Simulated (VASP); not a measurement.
Here is a VASP 6.6.1 calculation.

Contents of INCAR:

```
PREC = Accurate
ENCUT = 520
EDIFF = 1E-7
ISMEAR = 0
SIGMA = 0.01
LREAL = F
LASPH = T
NELM = 100
ALGO = Normal
ISIF = 2
LWAVE = F
LCHARG = F
GGA = PS
IBRION = 2
NSW = 60
EDIFFG = -0.002
```

Contents of KPOINTS:

```
Automatic mesh
0
Gamma
  9 9 6
```

POSCAR

```
Si
1.0
    3.8438634368      0.0000000000      0.0000000000
   -1.9219317184      3.3288833850      0.0000000000
    0.0000000000      0.0000000000      6.3152015217
Si
4
Direct
    0.3333333333      0.6666666667     -0.0005373733
    0.6666666667      0.3333333333      0.4994626267
    0.3333333333      0.6666666667      0.3745373733
    0.6666666667      0.3333333333      0.8745373733
```

Potentials or basis: VASP PAW PBE potentials, release 64 (Si).

Run with:

```console
$ cat potpaw_PBE.64/Si/POTCAR > POTCAR
$ mpirun -np 1 vasp_std > vasp.out
```

**Question.** Predict the energy gained by relaxing.

**Answer.** 0.0 meV/atom.

**Question.** Predict the band gap on the k mesh.

**Answer.** 0.33 eV, indirect (least direct gap 0.88 eV).

Stress tensor (GPa, compression positive):
```
-1.00  0.00  0.00
 0.00 -1.00  0.00
 0.00  0.00  0.03
```

Caveat: the cell differs from its parent crystal (strained cell); the PAW data sets were made with another functional, which shifts forces and pressure a little. A k mesh can miss the band edges.
